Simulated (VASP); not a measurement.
**Ni: single point with PBE**

The system is Ni.

```
Ni
1.0
     0.00000    1.76044    1.76044
     1.76044    0.00000    1.76044
     1.76044    1.76044    0.00000
Ni
1
Cartesian
  0.0000 0.0000 0.0000
```

| Quantity | Value |
| --- | --- |
| Program | VASP 6.6.1 |
| Task | single point |
| Functional | PBE |
| Potentials or basis | VASP PAW PBE potentials, release 64 (Ni) |
| Cutoff | 520 eV |
| k mesh | 13 × 13 × 13 |
| Occupations | fermi-dirac, width 0.05 eV |
| Spin | collinear spin, ferromagnetic start |
| Starting moments | [1.0] μB |
| Dipole correction | no |
| Further INCAR settings | ALGO = Normal; EDIFF = 1e-06; NBANDS = 15 |

```json
{
  "Pressure": "-0.4 GPa",
  "Net moment": "0.63 μB per cell",
  "Site moments": "Ni +0.64 μB",
  "Valence electrons inside the program's atomic spheres": "Ni 9.30"
}
```

Levels at points of the mesh, in eV from the Fermi level:
Spin up:
```
           k point  band 3  band 4  band 5  band 6  band 7  band 8
(0.00, 0.00, 0.00)   -2.43   -2.43   -1.26   -1.26   23.69   27.53
```
Spin down:
| k point | band 1 | band 2 | band 3 | band 4 | band 5 | band 6 | band 7 | band 8 | band 9 | band 10 |
| --- | --- | --- | --- | --- | --- | --- | --- | --- | --- | --- |
| (0.00, 0.00, 0.00) | -9.03 | -1.68 | -1.68 | -1.68 | -0.67 | -0.67 | 23.54 | 27.51 | 27.51 | 27.51 |

Wall time 29 s on 1 thread of Intel Xeon 8259CL, with other jobs on the host, peak memory 0.14 GiB.
